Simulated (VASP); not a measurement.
A run of VASP 6.6.1 is set up as follows.

The input INCAR:

```
SYSTEM = Zr7Ge
  ALGO = Normal
  EDIFF = 1E-6
  ENCUT = 500
  GGA = PE
  GGA_COMPAT = .FALSE.
  ISIF = 2
  ISMEAR = 0
  LASPH = .TRUE.
  LCHARG = .FALSE.
  LREAL = .FALSE.
  LWAVE = .FALSE.
  NBANDS = 59
  NELM = 120
  PREC = Accurate
  SIGMA = 0.2
```

The input KPOINTS:

```
k-points
0
G
  3 3 3
  0 0 0
```

Contents of POSCAR:

```
Zr7Ge
1.0
    0.0000000000      5.3247732417      5.3247732417
    5.3247732417      0.0000000000      5.3247732417
    5.3247732417      5.3247732417      0.0000000000
Zr Ge
7 1
Direct
    0.6284317085      0.6284317085      0.6284317085
    0.6284317085      0.6284317085      0.1147048744
    0.6284317085      0.1147048744      0.6284317085
    0.1147048744      0.6284317085      0.6284317085
    0.2500000000      0.2500000000      0.2500000000
    0.0000000000      0.0000000000      0.0000000000
    0.7500000000      0.7500000000      0.7500000000
    0.5000000000      0.5000000000      0.5000000000
```

Potentials or basis: VASP PAW PBE potentials, release 64 (Zr_sv, Ge_d).

Command:

```console
$ cat potpaw_PBE.64/Zr_sv/POTCAR potpaw_PBE.64/Ge_d/POTCAR > POTCAR
$ mpirun -np 1 vasp_std > vasp.out
```

(1) Estimate the band gap on the k mesh.

(2) Estimate the largest force.

(3) Predict the pressure.

Results:

(1) zero (bands 49 and 50 overlap by 0.09 eV).

(2) 0.168 eV/Å.

(3) 0.6 GPa.
